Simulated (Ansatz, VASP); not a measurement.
# One calculation of Cl, two programs

```
Cl
1.0
     2.63135    0.00000    0.00000
     0.00000    2.63135    0.00000
     0.00000    0.00000    2.63135
Cl
1
Cartesian
  0.0000 0.0000 0.0000
```

Change from the starting cell: volume scaled by 0.88, PAW files.

Alike in both runs: task single point; functional LDA; k mesh 15 × 15 × 15; occupations fermi-dirac, width 0.08 eV; no spin polarisation.

```csv
,VASP,Ansatz
version,VASP 6.6.1,Ansatz 0.2.0
potentials or method,"VASP PAW LDA potentials, release 64 (Cl)","PAW with Ansatz's default frozen-core files, scalar-relativistic"
plane-wave cutoff (eV),520,420
valence electrons in the cell,7,7
```

|  | VASP | Ansatz | Ansatz less VASP |
| --- | --- | --- | --- |
| pressure (GPa) | 9.4 | 9.4 | +0.01 |

LDA's correlation is that of Perdew and Zunger in VASP and of Perdew and Wang (1992) in Ansatz.
